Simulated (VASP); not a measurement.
Crystal: RbSi2.

```
CELL_PARAMETERS angstrom
-2.15598 2.15598 5.57514
2.15598 -2.15598 5.57514
2.15598 2.15598 -5.57514
ATOMIC_POSITIONS crystal
Rb 0.00000 0.00000 0.00000
Si 0.39529 0.39529 0.00000
Si 0.60471 0.60471 0.00000
```

```yaml
Program: VASP 6.6.1
Task: relaxation of cell and atoms
Functional: PBE
Dispersion: D3(BJ)
Potentials_or_basis: VASP PAW PBE potentials, release 64 (Rb_sv, Si)
Cutoff: 600 eV
k_mesh: 6 × 6 × 6
Occupations: gaussian, width 0.1 eV
Spin: no spin polarisation
```

At the start: pressure 2.4 GPa; volume 34.55 Å³/atom.

Problem. How do energy, volume and symmetry change on relaxing?

Solution. Over 20 steps the energy falls by 335.8 meV/atom and the volume is 36.29 Å³/atom (+5.0 %); space group I4/mmm (No. 139, to 0.05 Å).

The path:
```tsv
step	energy change (eV)	largest force (eV/Å)	pressure (GPa)	volume (Å³)
1	0.0000	0.7424	2.38	103.66
2	-0.6376	1.3240	2.43	110.79
3	-0.6463	1.9459	2.76	111.82
4	-0.8718	0.2340	-1.08	127.66
5	-0.8735	0.0801	-0.85	126.15
6	-0.9192	0.4320	-0.52	126.54
7	-0.9232	0.6318	-0.36	126.62
8	-0.9569	0.1969	-0.72	125.10
9	-0.9606	0.0101	-0.83	124.30
10	-0.9808	0.1017	-0.45	119.35
11	-0.9898	0.2299	0.06	114.17
12	-1.0015	0.1033	-0.18	111.69
13	-1.0023	0.2010	-0.26	110.87
14	-1.0053	0.1219	-0.09	109.56
15	-1.0065	0.0379	0.10	108.22
16	-1.0065	0.0316	0.12	108.12
17	-1.0070	0.0586	0.05	108.34
18	-1.0071	0.0856	-0.02	108.56
19	-1.0073	0.0550	0.00	108.68
20	-1.0075	0.0069	0.04	108.86
```

Final structure:
```
Rb Si
1.0
    -2.44675    2.44675    4.54587
     2.44675   -2.44675    4.54587
     2.44675    2.44675   -4.54587
Rb Si
1 2
Direct
  0.00000 0.00000 0.00000
  0.37944 0.37944 0.00000
  0.62056 0.62056 0.00000
```

Caveat: pairwise dispersion overbinds metals, which lowers pressure and volume.
